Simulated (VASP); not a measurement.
# MgS (R3m) in VASP: single point with HSE06

Aim: the single point of MgS with HSE06.

All numbers are computed with VASP 6.6.1; they aren't measurements. Logs are shortened: lines on timing, memory, paths and dates and some standing lists are left out, and cuts for length are marked.

## Step 1: The cell of the first run

The structure is trigonal, space group R3m (No. 160). The conventional cell has a = 3.905 Å, b = 3.905 Å, c = 9.991 Å, α = 90.00°, β = 90.00°, γ = 120.00°. Within 3.2 Å of Mg (site symmetry 3m) lie 4 S at 2.42 to 2.44 Å. Within 3.2 Å of S (site symmetry 3m) lie 4 Mg at 2.42 to 2.44 Å.

## Step 2: Single point, HSE06 (epitaxial 111 strain -2.5%)

POSCAR reads:

```
MgS
1.0
    0.0819561490      2.8431934199      2.8431934199
    2.8431934199      0.0819561490      2.8431934199
    2.8431934199      2.8431934199      0.0819561490
Mg S
1 1
Direct
    0.0027345533      0.0027345533      0.0027345533
    0.2472654467      0.2472654467      0.2472654467
```

INCAR.step1 reads:

```
ALGO = Normal
EDIFF = 1E-5
ENCUT = 520
GGA = PE
ISIF = 2
ISMEAR = 0
LASPH = True
LCHARG = False
LREAL = False
LWAVE = True
NBANDS = 11
NELM = 100
PREC = Accurate
SIGMA = 0.01
```

INCAR.step2 reads:

```
ALGO = Normal
EDIFF = 1E-6
ENCUT = 520
GGA = PE
HFSCREEN = 0.2079
ISIF = 2
ISMEAR = 0
ISTART = 1
LASPH = True
LCHARG = False
LHFCALC = True
LREAL = False
LWAVE = False
NBANDS = 11
NELM = 100
PREC = Accurate
PRECFOCK = Normal
SIGMA = 0.01
```

KPOINTS reads:

```
k-points
0
Gamma
  6 6 6
```

Potentials or basis: VASP PAW PBE potentials, release 64 (Mg, S).

Run with:

```sh
$ cat potpaw_PBE.64/Mg/POTCAR potpaw_PBE.64/S/POTCAR > POTCAR
$ cp INCAR.step1 INCAR
$ mpirun -np 1 vasp_std > vasp.out
$ cp INCAR.step2 INCAR
$ mpirun -np 1 vasp_std > vasp.out
```

OUTCAR:

```text
EDIFF = 1E-6
   ENCUT = 520
   GGA = PE
   HFSCREEN = 0.2079
   ISIF = 2
   ISMEAR = 0
   ISTART = 1
   LASPH = True
   LHFCALC = True
   LREAL = False
   NELM = 100
   PREC = Accurate
   PRECFOCK = Normal

 ion  position               nearest neighbor table
   1  0.003  0.003  0.003-   2 2.42   2 2.42   2 2.42   2 2.44
   2  0.247  0.247  0.247-   1 2.42   1 2.42   1 2.42   1 2.44

  LATTYP: Found a trigonal (rhomboedric) cell.
 ALAT       =     4.0217178489
 COS(alpha) =     0.5286057764

  Lattice vectors:

 A1 = (   0.0819561490,   2.8431934199,   2.8431934199)
 A2 = (   2.8431934199,   0.0819561490,   2.8431934199)
 A3 = (   2.8431934199,   2.8431934199,   0.0819561490)

Analysis of symmetry for initial positions (statically):
=====================================================================
 Subroutine PRICEL returns:
 Original cell was already a primitive cell.

 Routine SETGRP: Setting up the symmetry group for a
 trigonal (rhombohedral) supercell.

 Subroutine GETGRP returns: Found  6 space group operations
 (whereof  6 operations were pure point group operations)
 out of a pool of 12 trial point group operations.

The static configuration has the point symmetry C_3v.

Analysis of symmetry for dynamics (positions and initial velocities):
=====================================================================
 Subroutine PRICEL returns:
 Original cell was already a primitive cell.

 Routine SETGRP: Setting up the symmetry group for a
 trigonal (rhombohedral) supercell.

 Subroutine GETGRP returns: Found  6 space group operations
 (whereof  6 operations were pure point group operations)
 out of a pool of 12 trial point group operations.

The dynamic configuration has the point symmetry C_3v.

 Subroutine INISYM returns: Found  6 space group operations
 (whereof  6 operations are pure point group operations),
 and found     1 'primitive' translations

----------------------------------------------------------------------------------------

                                     Primitive cell

  volume of cell :      43.9803

  direct lattice vectors                    reciprocal lattice vectors
     0.081956149  2.843193420  2.843193420    -0.183650990  0.178505500  0.178505500
     2.843193420  0.081956149  2.843193420     0.178505500 -0.183650990  0.178505500
     2.843193420  2.843193420  0.081956149     0.178505500  0.178505500 -0.183650990

  length of vectors
     4.021717849  4.021717849  4.021717849     0.312179617  0.312179617  0.312179617

  position of ions in fractional coordinates (direct lattice)
     0.002734553  0.002734553  0.002734553
     0.247265447  0.247265447  0.247265447

  ion indices of the primitive-cell ions
   primitive index   ion index
                 1           1
                 2           2

----------------------------------------------------------------------------------------

 KPOINTS: k-points

Automatic generation of k-mesh.
 Grid dimensions read from file:
 generate k-points for:    6    6    6

 Generating k-lattice:

  Cartesian coordinates                     Fractional coordinates (reciprocal lattice)
    -0.030608498  0.029750917  0.029750917     0.166666667  0.000000000  0.000000000
     0.029750917 -0.030608498  0.029750917     0.000000000  0.166666667  0.000000000
     0.029750917  0.029750917 -0.030608498     0.000000000  0.000000000  0.166666667

  Length of vectors
     0.052029936  0.052029936  0.052029936

  Shift w.r.t. Gamma in fractional coordinates (k-lattice)
     0.000000000  0.000000000  0.000000000

 Subroutine IBZKPT returns following result:
 ===========================================

 Found     32 irreducible k-points:

 Following reciprocal coordinates:
            Coordinates               Weight
  0.000000  0.000000  0.000000      1.000000
  0.166667  0.000000 -0.000000      6.000000
  0.333333 -0.000000 -0.000000      6.000000
  0.500000  0.000000  0.000000      3.000000
  0.166667  0.166667 -0.000000      6.000000
  0.333333  0.166667 -0.000000     12.000000
[... 16 lines left out ...]
  0.500000  0.500000  0.166667      6.000000
 -0.333333  0.500000  0.166667     12.000000
 [... further k-points ...]
   k-points           NKPTS =     32   k-points in BZ     NKDIM =    216   number of bands    NBANDS=     11
   number of dos      NEDOS =    301   number of ions     NIONS =      2
   total plane-waves  NPLWV =  27000
   dimension x,y,z NGX =    30 NGY =   30 NGZ =   30
   dimension x,y,z NGXF=    60 NGYF=   60 NGZF=   60
   ions per type =               1   1
   NGX,Y,Z   is equivalent  to a cutoff of  12.40, 12.40, 12.40 a.u.
   NGXF,Y,Z  is equivalent  to a cutoff of  24.80, 24.80, 24.80 a.u.
 SYSTEM =  unknown system
   PREC   = accura    normal or accurate (medium, high low for compatibility)
   ISTART =      1    job   : 0-new  1-cont  2-samecut
   ICHARG =      0    charge: 1-file 2-atom 10-const
   ISPIN  =      1    spin polarized calculation?
   LNONCOLLINEAR =      F non collinear calculations
   LSORBIT =      F    spin-orbit coupling
   LASPH  =      T    aspherical Exc in radial PAW
   ENCUT  =  520.0 eV  38.22 Ry    6.18 a.u.   7.48  7.48  7.48*2*pi/ulx,y,z
   NELM   =    100;   NELMIN=  2; NELMDL=  0     # of ELM steps
   EDIFF  = 0.1E-05   stopping-criterion for ELM
   LREAL  =      F    real-space projection
   EDIFFG = 0.1E-04   stopping-criterion for IOM
   NSW    =      0    number of steps for IOM
   IBRION =     -1    ionic relax: 0-MD 1-quasi-New 2-CG
   NFREE  =      0    steps in history (QN), initial steepest desc. (CG)
   ISIF   =      2    stress and relaxation
   ISYM   =      3    0-nonsym 1-usesym 2-fastsym
   POTIM  = 0.5000    time-step for ionic-motion
   TEBEG  =    0.0;   TEEND  =   0.0 temperature during run
   PSTRESS=    0.0 pullay stress
   NELECT =       8.0000    total number of electrons
   NUPDOWN=      -1.0000    fix difference up-down
   EMIN   =  10.00;   EMAX   =-10.00  energy-range for DOS
   EFERMI =   0.00;   METHOD = LEGACY
   ISMEAR =     0;   SIGMA  =   0.01  broadening in eV -4-tet -1-fermi 0-gaus
   EFERMI_NEDOS =   21; number of points for ismear=-14 and -15
   IALGO  =     38    algorithm
   IMIX   =      1    mixing-type and parameters
     AMIX     =   0.40;   BMIX     =  1.00
     AMIX_MAG =   1.60;   BMIX_MAG =  1.00
  volume/ion in A,a.u.               =      21.99       148.40
  Fermi-wavevector in a.u.,A,eV,Ry     =   0.927581  1.752874 11.706549  0.860407
  Thomas-Fermi vector in A             =   2.053666
   LORBIT       =      0    0 simple, 1 ext, 2 COOP (PROOUT), +10 PAW based schemes
   GGA     = PE    functional components
   LHFCALC =     T    Hartree Fock is set to
   PRECFOCK=normal    Normal, Fast or Accurate (Low or Medium for compatibility)
   ENCUT4O =  -1.0   cutoff for four orbital integrals eV
   NKREDX  =     1    reduce k-point grid by
   NKREDY  =     1    reduce k-point grid by
   NKREDZ  =     1    reduce k-point grid by
   AEXX    =    0.2500 exact exchange contribution
   HFSCREEN=    0.2079 screening length (either q_TF or 0.3 A-1)
   HFSCREENC=   0.2079 screening length for correlation (either q_TF or 0.3 A-1)
   ENCUTFOCK=  -1.0 apply spherical cutoff to Coloumb kernel
   IVDW    =     0    specifies the selected vdW correction
   LEPSILON=     F    determine dielectric tensor
   LRPA    =     F    only Hartree local field effects (RPA)
 non-spin polarized calculation
 Gauss-broadening in eV      SIGMA  =   0.01
  energy-cutoff  :      520.00
  volume of cell :       43.98
 maximum number of plane-waves:      1202
 NGX is ok and might be reduce to    30
  NGX = 24; NGY = 24; NGZ = 24

 number of electron       7.9999999 magnetization

 Free energy of the ion-electron system (eV)
  ---------------------------------------------------
  ext. energy  EPLUGINS =         0.00000000
  ---------------------------------------------------
  free energy    TOTEN  =        -9.82693097 eV

  energy without entropy =       -9.82693097  energy(sigma->0) =       -9.82693097

 E-fermi :   0.6914     XC(G=0):  -7.1165

 val. band max:        0.6327941397   @ k =   0.0000   0.0000   0.0000
 cond. band min:       5.1720187883   @ k =   0.0000   0.0000   0.0000
 fundamental gap:      4.5392246486
 Fermi energy:         0.6913569566

 k-point     1 :       0.0000    0.0000    0.0000
  band No.  band energies     occupation
      1     -12.0060      2.00000
      2       0.3403      2.00000
      3       0.6328      2.00000
      4       0.6328      2.00000
      5       5.1720      0.00000
      6       9.4296      0.00000
      7      10.0147      0.00000
      8      10.0147      0.00000
      9      12.8160      0.00000
     10      12.8160      0.00000
     11      15.7615      0.00000

 k-point     2 :       0.1667    0.0000   -0.0000
  band No.  band energies     occupation
      1     -11.8233      2.00000
      2      -0.5662      2.00000
      3       0.2829      2.00000
      4       0.5127      2.00000
      5       6.1805      0.00000
      6       9.6648      0.00000
      7       9.8184      0.00000
      8      10.2682      0.00000
      9      12.0199      0.00000
     10      12.2441      0.00000
     11      14.6968      0.00000

 k-point     3 :       0.3333   -0.0000   -0.0000
  band No.  band energies     occupation
      1     -11.4113      2.00000
      2      -2.2364      2.00000
      3       0.1124      2.00000
      4       0.2942      2.00000
      5       6.8425      0.00000
      6       9.4975      0.00000
      7       9.8299      0.00000
      8      10.1618      0.00000
      9      12.9584      0.00000
     10      13.5206      0.00000
     11      14.1016      0.00000
[... 267 lines left out ...]
 k-point    23 :       0.5000    0.5000    0.1667
  band No.  band energies     occupation
      1     -11.0326      2.00000
      2      -2.3787      2.00000
      3      -1.1033      2.00000
      4      -0.3184      2.00000
      5       6.1978      0.00000
      6       8.0958      0.00000
      7      11.8356      0.00000
      8      12.7003      0.00000
      9      13.7513      0.00000
     10      15.5144      0.00000
     11      16.5336      0.00000

 k-point    24 :      -0.3333    0.5000    0.1667
  band No.  band energies     occupation
      1     -10.9316      2.00000
      2      -2.2667      2.00000
      3      -1.2366      2.00000
      4      -0.8539      2.00000
      5       6.5130      0.00000
      6       8.6603      0.00000
      7      11.1678      0.00000
      8      11.6746      0.00000
      9      14.7695      0.00000
     10      16.0405      0.00000
     11      16.1803      0.00000

 [... further k-points ...]

------------------------ aborting loop because EDIFF is reached ----------------------------------------

  FORCE on cell =-STRESS in cart. coord.  units (eV):
  Direction    XX          YY          ZZ          XY          YZ          ZX
  --------------------------------------------------------------------------------------
  -------------------------------------------------------------------------------------
  Total        0.4862927      0.4862927      0.4862927     -0.2644856     -0.2644856     -0.2644856
  in kB       17.7153510     17.7153510     17.7153510     -9.6350535     -9.6350535     -9.6350535
  external PRESSURE =      17.7153510 kB  Pullay stress =       0.0000000 kB

 VOLUME and BASIS-vectors are now :
 -----------------------------------------------------------------------------
  energy-cutoff  :      520.00
  volume of cell :       43.98
      direct lattice vectors                 reciprocal lattice vectors
     0.081956149  2.843193420  2.843193420    -0.183650990  0.178505500  0.178505500
     2.843193420  0.081956149  2.843193420     0.178505500 -0.183650990  0.178505500
     2.843193420  2.843193420  0.081956149     0.178505500  0.178505500 -0.183650990

 POSITION                                       TOTAL-FORCE (eV/Angst)
 -----------------------------------------------------------------------------------
      0.01577      0.01577      0.01577        -0.001795     -0.001795     -0.001795
      1.42631      1.42631      1.42631         0.001795      0.001795      0.001795
 -----------------------------------------------------------------------------------
    total drift:                               -0.000124     -0.000124     -0.000123

  FREE ENERGIE OF THE ION-ELECTRON SYSTEM (eV)
  ---------------------------------------------------
  free  energy   TOTEN  =        -9.8269309746 eV

  energy  without entropy=       -9.8269309746  energy(sigma->0) =       -9.82693097
```

Wall time 29 min (1 thread of Intel Xeon Platinum 8175M at 2.50GHz (Skylake/Cascade Lake), shared host); peak memory 0.3 GiB.

Results:

```yaml
Free_energy: -9.8269 eV
Pressure: 1.8 GPa
Largest_force: 0.003 eV/Å
Band_gap_on_the_k_mesh: 4.54 eV
```

Forces on the atoms (eV/Å):
```
Mg  -0.002 -0.002 -0.002
S    0.002  0.002  0.002
```

Caveat: the cell differs from its parent crystal (epitaxial 111 strain -2.5%); the structure was generated, so it needn't be the stable form of MgS; the PAW data sets were made with another functional, which shifts forces and pressure a little.
